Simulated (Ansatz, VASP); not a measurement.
## Two plane-wave programs on Si

```
Si
1.0
     2.63919    0.00000    0.00000
    -1.31960    2.28561    0.00000
     0.00000    0.00000    4.55316
Si
2
Direct
  0.29639 0.66667 0.25000
  0.70361 0.33333 0.75000
```

Change from the starting cell: mode 1 (-103.9 1/cm) frozen in, largest displacement +0.098 Å.

Alike in both runs: task single point; functional r2SCAN; k mesh 24 × 24 × 14; occupations gaussian, width 0.15 eV; no spin polarisation.

```csv
,VASP,Ansatz
version,VASP 6.6.1,Ansatz 0.2.0
potentials or method,"VASP PAW PBE potentials, release 64 (Si), cutoff 520 eV","scalar-relativistic, plane waves, PAW"
valence electrons in the cell,8,8
```

Ansatz gave:

```
gap on the k mesh at the Fermi level (eV)                     : none
pressure (GPa)                                                : 0.3
traceless stress, the component that is largest in VASP (GPa) : -0.63
rms of the force components (eV/Å)                            : 0.064
```

Problem. Estimate VASP's values.

Solution. gap on the k mesh at the Fermi level (eV): none; pressure (GPa): 0.3; traceless stress, the component that is largest in VASP (GPa): -0.60; rms of the force components (eV/Å): 0.066.

VASP's potentials were made for PBE, not for r2SCAN. Atom by atom the forces differ by 0.002 eV/Å (rms over components). A gap of «none» marks a metal or a gap that the smearing closes.
